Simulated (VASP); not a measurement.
LiH, 2 atoms in the cell. It takes space group Pm-3m (No. 221, cubic). The conventional cell has a = 2.502 Å, b = 2.502 Å, c = 2.502 Å, α = 90.00°, β = 90.00°, γ = 90.00°. Within 2.9 Å of Li (site symmetry m-3m) lie 8 H at 2.17 Å and 6 Li at 2.50 Å. Within 2.9 Å of H (site symmetry m-3m) lie 8 Li at 2.17 Å and 6 H at 2.50 Å. 

| Quantity | Value |
| --- | --- |
| Program | VASP 6.6.1 |
| Task | G0W0 quasiparticle levels |
| Functional | PBE |
| Potentials or basis | VASP PAW PBE potentials, release 64 (Li_GW, H_GW) |
| Cutoff | 500 eV |
| k mesh | 6 × 6 × 6 |
| Occupations | gaussian, width 0.01 eV |
| Spin | no spin polarisation |
| Dipole correction | no |
| GW scheme | G0W0 |
| GW iterations | 1 |
| Cutoff of the response function | 180 |
| Frequency points | 96 |
| Empty bands | 85 |
| Further INCAR settings | ALGO = EVGW0; EDIFF = 1e-08; NBANDS = 86 |

Potentials or basis: VASP PAW PBE potentials, release 64 (Li_GW, H_GW).

Command:

```bash
$ cat potpaw_PBE.64/Li_GW/POTCAR potpaw_PBE.64/H_GW/POTCAR > POTCAR
$ cp INCAR.step1 INCAR
$ mpirun -np 1 vasp_std > vasp.out
$ cp INCAR.step2 INCAR
$ mpirun -np 1 vasp_std > vasp.out
$ cp INCAR.step3 INCAR
$ mpirun -np 1 vasp_std > vasp.out
```

Hardware: 1 thread of Intel Xeon 8259CL (shared host).

Problem. How long does it take, and how much memory?

Solution. It took 3.9 min on 1 thread of Intel Xeon 8259CL, on a shared host, peak memory 0.34 GiB. Counts: k points 20.
